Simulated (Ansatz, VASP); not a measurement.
**One calculation of CaSe, two programs**

POSCAR

```
CaSe
1.0
    0.0000000000      3.0257322439      3.0257322439
    3.0257322439      0.0000000000      3.0257322439
    3.0257322439      3.0257322439      0.0000000000
Ca Se
1 1
Direct
    0.0000000000      0.0000000000      0.0000000000
    0.5000000000      0.5000000000      0.5000000000
```

The input INCAR.step1:

```
SYSTEM = CaSe
PREC     = Accurate       ! precision mode
ENCUT    = 520            ! plane-wave cutoff, eV
ISMEAR   = 0              ! smearing method
SIGMA    = 0.01           ! smearing width, eV
LREAL    = .False.        ! projectors in reciprocal space
LASPH    = .True.         ! aspherical terms in the spheres
NELM     = 60             ! most SCF steps
NBANDS   = 15             ! bands
GGA      = PE             ! functional
ALGO     = Normal         ! electronic algorithm
EDIFF    = 1E-4           ! SCF threshold, eV
LWAVE    = .True.         ! write WAVECAR
LCHARG   = .False.        ! write CHGCAR
```

INCAR.step2

```
SYSTEM = CaSe
PREC     = Accurate       ! precision mode
ENCUT    = 520            ! plane-wave cutoff, eV
EDIFF    = 1E-6           ! SCF threshold, eV
ISMEAR   = 0              ! smearing method
SIGMA    = 0.01           ! smearing width, eV
LREAL    = .False.        ! projectors in reciprocal space
LASPH    = .True.         ! aspherical terms in the spheres
NELM     = 60             ! most SCF steps
ALGO     = Normal         ! electronic algorithm
ISIF     = 2              ! what is computed and relaxed
LWAVE    = .False.        ! write WAVECAR
LCHARG   = .False.        ! write CHGCAR
METAGGA  = R2SCAN         ! meta-GGA
LMIXTAU  = .True.       
NBANDS   = 15             ! bands
ISTART   = 1
```

KPOINTS

```
Automatic mesh
0
Gamma
  6 6 6
  0 0 0
```

Input for Ansatz:

```yaml
crystal:
  lattice:
    - [0.0, 3.0257322439, 3.0257322439]
    - [3.0257322439, 0.0, 3.0257322439]
    - [3.0257322439, 3.0257322439, 0.0]
  atoms:
    - { symbol: Ca, position: [0.0, 0.0, 0.0] }
    - { symbol: Se, position: [0.5, 0.5, 0.5] }
kpoints:
  mp_grid: { grid: [6, 6, 6] }
hamiltonian:
  xc: r2scan
scf:
  occupations: { method: fixed }
  n_extra_bands: 4
output:
  forces: true
  stress: true
  eigenvalues: true
```

Alike in both runs: task single point; functional r2SCAN; k mesh 6 × 6 × 6; no spin polarisation.

|  | VASP | Ansatz |
| --- | --- | --- |
| version | VASP 6.6.1 | Ansatz 0.2.0 |
| potentials or method | VASP PAW PBE potentials, release 64 (Ca_sv, Se) | plane waves, PAW |
| plane-wave cutoff (eV) | 520 | 500 |
| occupations | gaussian, width 0.01 eV | fixed |
| valence electrons in the cell | 16 | 26 |

|  | VASP | Ansatz | Ansatz less VASP |
| --- | --- | --- | --- |
| gap on the k mesh at the Fermi level (eV) | 2.64 | 2.64 | -0.001 |
| pressure (GPa) | -2.5 | -2.7 | -0.19 |

VASP's potentials were made for PBE, not for r2SCAN. VASP's potentials hold 16 valence electrons a cell and Ansatz's 26, so a difference there can come from the potentials and not from the codes.
